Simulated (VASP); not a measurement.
Wanted: the native input for a VASP 6.6.1 run.

* Task: single point
* Functional: PBE
* Potentials or basis: VASP PAW PBE potentials, release 64 (Ga_d, O)
* Cutoff: 600 eV
* k mesh: 6 × 6 × 6
* Occupations: gaussian, width 0.02 eV
* Spin: no spin polarisation
* Dipole correction: no
* Further INCAR settings: ALGO = Normal; EDIFF = 1e-06; NBANDS = 55

The structure of Ga2O3 (v.b) lies in POSCAR:

```
Ga2O3
1.0
    2.5289757159      1.4601048272      4.5413217335
   -2.5289757159      1.4601048272      4.5413217335
    0.0000000000     -2.9202096038      4.5413217498
Ga O
4 6
Direct
    0.3558414587      0.3558414587      0.3558414587
    0.1441585413      0.1441585413      0.1441585413
    0.6441585413      0.6441585413      0.6441585413
    0.8558414587      0.8558414587      0.8558414587
    0.5531021178      0.9468978822      0.2500000000
    0.2500000000      0.5531021178      0.9468978822
    0.9468978822      0.2500000000      0.5531021178
    0.4468978822      0.0531021178      0.7500000000
    0.7500000000      0.4468978822      0.0531021178
    0.0531021178      0.7500000000      0.4468978822
```

The input as run:

INCAR

```
ALGO     = Normal         # electronic algorithm
EDIFF    = 1E-6           # SCF threshold, eV
ENCUT    = 600            # plane-wave cutoff, eV
GGA      = PE             # functional
GGA_COMPAT= F            
ISIF     = 2              # what is computed and relaxed
ISMEAR   = 0              # smearing method
LASPH    = T              # aspherical terms in the spheres
LCHARG   = F              # write CHGCAR
LREAL    = F              # projectors in reciprocal space
LWAVE    = F              # write WAVECAR
NBANDS   = 55             # bands
NELM     = 120            # most SCF steps
PREC     = Accurate       # precision mode
SIGMA    = 0.02           # smearing width, eV
```

KPOINTS

```
k-points
0
Gamma
  6 6 6
```

Potentials or basis: VASP PAW PBE potentials, release 64 (Ga_d, O).

Run with:

```console
$ cat potpaw_PBE.64/Ga_d/POTCAR potpaw_PBE.64/O/POTCAR > POTCAR
$ mpirun -np 1 vasp_std > vasp.out
```

It gave:

The pressure is 0.7 GPa, the largest force is 0.012 eV/Å and the band gap on the k mesh is 2.39 eV, indirect (least direct gap 2.62 eV).

Wall time 9.8 min on 1 thread of Intel Xeon 8259CL, with other jobs on the host, peak memory 0.4 GiB.
